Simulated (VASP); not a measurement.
# Al (Im-3m) in VASP: settings compared

Aim: see how the results for Al move with the level of theory and the settings. Levels: r2SCAN, PBEsol. Tasks: single point.

Program: VASP 6.6.1. These are calculated values, not measurements. Logs are shortened: lines on timing, memory, paths and dates and some standing lists are left out, and cuts for length are marked.

## Step 1: The cell of the first run

Symmetry: Im-3m, No. 229, cubic system. The conventional cell has a = 3.091 Å, b = 3.091 Å, c = 3.091 Å, α = 90.00°, β = 90.00°, γ = 90.00°. Al (site symmetry m-3m) has 14 Al at 2.68 to 3.09 Å within 3.5 Å.

## Step 2: Single point, r2SCAN

File POSCAR:

```
Al
1.0
   -1.5457098355      1.5457098355      1.5457098355
    1.5457098355     -1.5457098355      1.5457098355
    1.5457098355      1.5457098355     -1.5457098355
Al
1
Direct
    0.0000000000      0.0000000000      0.0000000000
```

File INCAR.step1:

```
SYSTEM = Al
PREC = Accurate
ENCUT = 550
ISMEAR = 0
SIGMA = 0.1
LREAL = .FALSE.
LASPH = .TRUE.
NELM = 120
NBANDS = 8
GGA = PE
ALGO = Normal
EDIFF = 1E-5
LWAVE = .TRUE.
LCHARG = .FALSE.
GGA_COMPAT = .FALSE.
```

File INCAR.step2:

```
SYSTEM = Al
PREC = Accurate
ENCUT = 550
EDIFF = 1E-6
ISMEAR = 0
SIGMA = 0.1
LREAL = .FALSE.
LASPH = .TRUE.
NELM = 120
ALGO = Normal
ISIF = 2
LWAVE = .FALSE.
LCHARG = .FALSE.
METAGGA = R2SCAN
LMIXTAU = .TRUE.
NBANDS = 8
ISTART = 1
GGA_COMPAT = .FALSE.
```

File KPOINTS:

```
regular mesh
0
G
  18 18 18
  0 0 0
```

Potentials or basis: VASP PAW PBE potentials, release 64 (Al).

Run with:

```
cat potpaw_PBE.64/Al/POTCAR > POTCAR
cp INCAR.step1 INCAR
mpirun -np 1 vasp_std > vasp.out
cp INCAR.step2 INCAR
mpirun -np 1 vasp_std > vasp.out
```

OUTCAR:

```text
SYSTEM = Al
   PREC = Accurate
   ENCUT = 550
   EDIFF = 1E-6
   ISMEAR = 0
   LREAL = .FALSE.
   LASPH = .TRUE.
   NELM = 120
   ISIF = 2
   METAGGA = R2SCAN
   ISTART = 1

 ion  position               nearest neighbor table
   1  0.000  0.000  0.000-

  LATTYP: Found a body centered cubic cell.
 ALAT       =     3.0914196710

  Lattice vectors:

 A1 = (  -1.5457098355,   1.5457098355,   1.5457098355)
 A2 = (   1.5457098355,  -1.5457098355,   1.5457098355)
 A3 = (   1.5457098355,   1.5457098355,  -1.5457098355)

Analysis of symmetry for initial positions (statically):
=====================================================================
 Subroutine PRICEL returns:
 Original cell was already a primitive cell.

 Routine SETGRP: Setting up the symmetry group for a
 body centered cubic supercell.

 Subroutine GETGRP returns: Found 48 space group operations
 (whereof 48 operations were pure point group operations)
 out of a pool of 48 trial point group operations.

The static configuration has the point symmetry O_h .

Analysis of symmetry for dynamics (positions and initial velocities):
=====================================================================
 Subroutine PRICEL returns:
 Original cell was already a primitive cell.

 Routine SETGRP: Setting up the symmetry group for a
 body centered cubic supercell.

 Subroutine GETGRP returns: Found 48 space group operations
 (whereof 48 operations were pure point group operations)
 out of a pool of 48 trial point group operations.

The dynamic configuration has the point symmetry O_h .

 Subroutine INISYM returns: Found 48 space group operations
 (whereof 48 operations are pure point group operations),
 and found     1 'primitive' translations

----------------------------------------------------------------------------------------

                                     Primitive cell

  volume of cell :      14.7722

  direct lattice vectors                    reciprocal lattice vectors
    -1.545709836  1.545709836  1.545709836     0.000000000  0.323475978  0.323475978
     1.545709836 -1.545709836  1.545709836     0.323475978  0.000000000  0.323475978
     1.545709836  1.545709836 -1.545709836     0.323475978  0.323475978  0.000000000

  length of vectors
     2.677247969  2.677247969  2.677247969     0.457464115  0.457464115  0.457464115
[... 78 lines left out ...]
   NELM   =    120;   NELMIN=  2; NELMDL=  0     # of ELM steps
   EDIFF  = 0.1E-05   stopping-criterion for ELM
   LREAL  =      F    real-space projection
   EDIFFG = 0.1E-04   stopping-criterion for IOM
   NSW    =      0    number of steps for IOM
   IBRION =     -1    ionic relax: 0-MD 1-quasi-New 2-CG
   NFREE  =      0    steps in history (QN), initial steepest desc. (CG)
   ISIF   =      2    stress and relaxation
   ISYM   =      2    0-nonsym 1-usesym 2-fastsym
   POTIM  = 0.5000    time-step for ionic-motion
   TEBEG  =    0.0;   TEEND  =   0.0 temperature during run
   PSTRESS=    0.0 pullay stress
   NELECT =       3.0000    total number of electrons
   NUPDOWN=      -1.0000    fix difference up-down
   EMIN   =  10.00;   EMAX   =-10.00  energy-range for DOS
   EFERMI =   0.00;   METHOD = LEGACY
   ISMEAR =     0;   SIGMA  =   0.10  broadening in eV -4-tet -1-fermi 0-gaus
   EFERMI_NEDOS =   21; number of points for ismear=-14 and -15
   IALGO  =     38    algorithm
   IMIX   =      4    mixing-type and parameters
     AMIX     =   0.40;   BMIX     =  1.00
     AMIX_MAG =   1.60;   BMIX_MAG =  1.00
  volume/ion in A,a.u.               =      14.77        99.69
  Fermi-wavevector in a.u.,A,eV,Ry     =   0.962278  1.818442 12.598712  0.925979
  Thomas-Fermi vector in A             =   2.091723
   LORBIT       =      0    0 simple, 1 ext, 2 COOP (PROOUT), +10 PAW based schemes
   METAGGA = R2SCAN    functional components
   LHFCALC =     F    Hartree Fock is set to
   AEXX    =    0.0000 exact exchange contribution
   IVDW    =     0    specifies the selected vdW correction
   LEPSILON=     F    determine dielectric tensor
   LRPA    =     F    only Hartree local field effects (RPA)
 non-spin polarized calculation
 Gauss-broadening in eV      SIGMA  =   0.10
  energy-cutoff  :      550.00
  volume of cell :       14.77
 maximum number of plane-waves:       446
   NGX = 11   NGY = 11   NGZ = 11

 number of electron       3.0000000 magnetization

 Free energy of the ion-electron system (eV)
  ---------------------------------------------------
  ext. energy  EPLUGINS =         0.00000000
  ---------------------------------------------------
  free energy    TOTEN  =        -6.59115470 eV

  energy without entropy =       -6.58924174  energy(sigma->0) =       -6.59019822

 E-fermi :   9.2917     XC(G=0): -11.3322

 val. band max:        9.2600534339   @ k =  -0.3889   0.3889   0.1667
 cond. band min:       9.2950378966   @ k =   0.2778   0.2778   0.0556
 fundamental gap:      0.0349844627
 Fermi energy:         9.2917125143

 k-point     1 :       0.0000    0.0000    0.0000
  band No.  band energies     occupation
      1      -3.4271      2.00000
      2      23.9787      0.00000
      3      23.9787      0.00000
      4      23.9787      0.00000
      5      26.9679      0.00000
      6      26.9679      0.00000
      7      26.9679      0.00000
      8      27.4008      0.00000
[... 243 lines left out ...]
 k-point    24 :       0.3889    0.1111   -0.0000
  band No.  band energies     occupation
      1       3.1623      2.00000
      2       6.7643      2.00000
      3      15.0801      0.00000
      4      18.5827      0.00000
      5      22.3130      0.00000
      6      25.5305      0.00000
      7      30.3948      0.00000
      8      33.3570      0.00000

 [... further k-points ...]

------------------------ aborting loop because EDIFF is reached ----------------------------------------

  FORCE on cell =-STRESS in cart. coord.  units (eV):
  Direction    XX          YY          ZZ          XY          YZ          ZX
  --------------------------------------------------------------------------------------
  -------------------------------------------------------------------------------------
  Total        0.8186593      0.8186593      0.8186593     -0.0000000      0.0000000     -0.0000000
  in kB       88.7911910     88.7911910     88.7911910     -0.0000000      0.0000000     -0.0000000
  external PRESSURE =      88.7911910 kB  Pullay stress =       0.0000000 kB

 VOLUME and BASIS-vectors are now :
 -----------------------------------------------------------------------------
  energy-cutoff  :      550.00
  volume of cell :       14.77
      direct lattice vectors                 reciprocal lattice vectors
    -1.545709836  1.545709836  1.545709836     0.000000000  0.323475978  0.323475978
     1.545709836 -1.545709836  1.545709836     0.323475978  0.000000000  0.323475978
     1.545709836  1.545709836 -1.545709836     0.323475978  0.323475978  0.000000000

 POSITION                                       TOTAL-FORCE (eV/Angst)
 -----------------------------------------------------------------------------------
      0.00000      0.00000      0.00000        -0.000000      0.000000     -0.000000
 -----------------------------------------------------------------------------------
    total drift:                                0.000000      0.000000     -0.000000

  FREE ENERGIE OF THE ION-ELECTRON SYSTEM (eV)
  ---------------------------------------------------
  free  energy   TOTEN  =        -6.5911547041 eV

  energy  without entropy=       -6.5892417439  energy(sigma->0) =       -6.59019822
```

Wall time 23 s (1 thread of Intel Xeon 6975P-C (Granite Rapids), shared host); peak memory 0.13 GiB.

Results:

```
Free energy : -6.5912 eV
Pressure    : 8.9 GPa
```

Caveat: the PAW data sets were made with another functional, which shifts forces and pressure a little.

## Step 3: Single point, PBEsol, non-collinear spin, zero start, spin-orbit coupling

This run uses another cell than the first one, of 16.83 Å³/atom, 1.139 times its volume.

File INCAR:

```
SYSTEM = Al
  ALGO = Normal
  EDIFF = 1E-6
  ENCUT = 500
  GGA = PS
  GGA_COMPAT = .FALSE.
  ISIF = 2
  ISMEAR = 0
  LASPH = .TRUE.
  LCHARG = .FALSE.
  LORBIT = 11
  LORBMOM = .TRUE.
  LREAL = .FALSE.
  LSORBIT = .TRUE.
  LWAVE = .FALSE.
  MAGMOM = 0 0 0
  NBANDS = 14
  NELM = 200
  PREC = Accurate
  SIGMA = 0.1
```

File KPOINTS:

```
k-points
0
G
  18 18 18
  0 0 0
```

File POSCAR:

```
Al
1.0
   -1.6143231854      1.6143231854      1.6143231854
    1.6143231854     -1.6143231854      1.6143231854
    1.6143231854      1.6143231854     -1.6143231854
Al
1
Direct
    0.0000000000      0.0000000000      0.0000000000
```

Potentials or basis: VASP PAW PBE potentials, release 64 (Al).

Run with:

```
cat potpaw_PBE.64/Al/POTCAR > POTCAR
mpirun -np 1 vasp_ncl > vasp.out
```

It took 20 s on 1 thread of Intel Xeon 6975P-C (Granite Rapids), shared host; peak memory 0.19 GiB.

The run converged. Its results:

```yaml
Free_energy: -3.9958 eV
Pressure: -1.0 GPa
Net_moment: 0.00 μB per cell
Valence_electrons_inside_the_program's_atomic_spheres: Al 0.77
```

Moments on the atoms (μB; x, y, z):
```
Al  0.00 0.00 0.00
```

Caveat: the PAW data sets were made with another functional, which shifts forces and pressure a little.
